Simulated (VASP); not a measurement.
The system is PtS2.

```
CELL_PARAMETERS angstrom
3.54874 0.00000 0.00000
-1.77437 3.07330 0.00000
0.00000 0.00000 5.59707
ATOMIC_POSITIONS crystal
Pt 0.00000 0.00000 0.00000
S 0.66667 0.33333 0.77966
S 0.33333 0.66667 0.22034
```

```yaml
Program: VASP 6.6.1
Task: relaxation of cell and atoms
Functional: PBEsol
Potentials_or_basis: VASP PAW PBE potentials, release 64 (Pt, S)
Cutoff: 600 eV
k_mesh: 9 × 9 × 4
Occupations: fermi-dirac, width 0.03 eV
Spin: no spin polarisation
```

At the start: pressure -2.3 GPa; volume 20.35 Å³/atom.

Question: How do energy, volume and symmetry change on relaxing?

Answer: Over 32 steps the energy falls by 10.3 meV/atom and the volume is 17.70 Å³/atom (-13.0 %); space group P-3m1 (No. 164, to 0.05 Å).

Step by step:
| step | energy change (eV) | largest force (eV/Å) | pressure (GPa) | volume (Å³) |
| --- | --- | --- | --- | --- |
| 1 | 0.0000 | 0.2929 | -2.29 | 61.04 |
| 2 | 0.0171 | 0.5085 | 4.51 | 58.51 |
| 3 | -0.0086 | 0.0128 | 0.02 | 60.09 |
| 4 | -0.0086 | 0.0068 | 0.07 | 60.08 |
| 5 | -0.0096 | 0.0217 | 0.01 | 60.04 |
| 6 | -0.0103 | 0.0737 | -0.08 | 59.98 |
| 7 | -0.0110 | 0.0587 | -0.22 | 59.85 |
| 8 | -0.0126 | 0.0169 | -0.58 | 59.48 |
| 9 | -0.0149 | 0.0617 | -1.28 | 58.71 |
| 10 | -0.0162 | 0.1931 | -2.49 | 57.16 |
| 11 | -0.0162 | 0.1325 | -1.93 | 57.85 |
| 12 | -0.0163 | 0.1324 | -1.93 | 57.83 |
| 13 | -0.0165 | 0.1326 | -1.92 | 57.79 |
| 14 | -0.0168 | 0.1328 | -1.93 | 57.69 |
| 15 | -0.0176 | 0.1324 | -1.91 | 57.50 |
| 16 | -0.0191 | 0.1310 | -1.87 | 57.12 |
| 17 | -0.0220 | 0.1273 | -1.76 | 56.35 |
| 18 | -0.0272 | 0.1119 | -1.38 | 54.82 |
| 19 | -0.0285 | 0.0599 | 0.05 | 51.76 |
| 20 | -0.0303 | 0.0694 | -0.71 | 53.48 |
| 21 | -0.0305 | 0.0657 | -0.58 | 53.17 |
| 22 | -0.0304 | 0.0666 | -0.65 | 53.29 |
| 23 | -0.0307 | 0.0400 | -0.43 | 53.39 |
| 24 | -0.0307 | 0.0219 | -0.29 | 53.46 |
| 25 | -0.0307 | 0.0162 | -0.26 | 53.48 |
| 26 | -0.0308 | 0.0136 | -0.18 | 53.42 |
| 27 | -0.0309 | 0.0077 | -0.09 | 53.28 |
| 28 | -0.0309 | 0.0066 | 0.15 | 53.02 |
| 29 | -0.0309 | 0.0025 | 0.08 | 53.11 |
| 30 | -0.0309 | 0.0009 | 0.05 | 53.13 |
| 31 | -0.0309 | 0.0013 | 0.07 | 53.12 |
| 32 | -0.0309 | 0.0013 | 0.05 | 53.09 |

Final structure:
```yaml
crystal:
  lattice:
    - [3.56588, 0.00000, 0.00000]
    - [-1.78294, 3.08814, 0.00000]
    - [0.00000, 0.00000, 4.82135]
  atoms:
    - { symbol: Pt, position: [0.00000, 0.00000, 0.00000] }
    - { symbol: S, position: [0.66667, 0.33333, 0.75153] }
    - { symbol: S, position: [0.33333, 0.66667, 0.24847] }
```

Caveat: the PAW data sets were made with another functional, which shifts forces and pressure a little; this functional lacks dispersion, which binds the layers, so the pressure and a relaxed spacing across them are unreliable.
